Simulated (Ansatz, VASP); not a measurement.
**One calculation of Al3W, two programs**

```
Al W
1.0
     4.96468    0.00000    0.00000
     0.00000    4.96468    0.00000
     0.00000    0.00000    4.96468
Al W
3 1
Direct
  0.00000 0.00000 0.50000
  0.00000 0.50000 0.00000
  0.50000 0.00000 0.00000
  0.00000 0.00000 0.00000
```

Change from the starting cell: species swapped into the WO3 type (Pm-3m, No. 221).

Alike in both runs: functional PBE; k mesh 10 × 10 × 10; occupations gaussian, width 0.1 eV; no spin polarisation.

Ansatz relaxed the structure, and its values are those at the end. VASP's run is a single point on that final structure, the one shown.

```csv
,VASP,Ansatz
version,VASP 6.6.1,Ansatz 0.2.0
potentials or method,"VASP PAW PBE potentials, release 64 (Al, W_sv), cutoff 520 eV","scalar-relativistic, plane waves, PAW"
valence electrons in the cell,23,23
```

```csv
,VASP,Ansatz,Ansatz less VASP
gap on the k mesh at the Fermi level (eV),none,none,-
pressure (GPa),0.0,0.0,+0.02
```

A gap of «none» marks a metal or a gap that the smearing closes.

Neither program's run includes spin-orbit coupling.
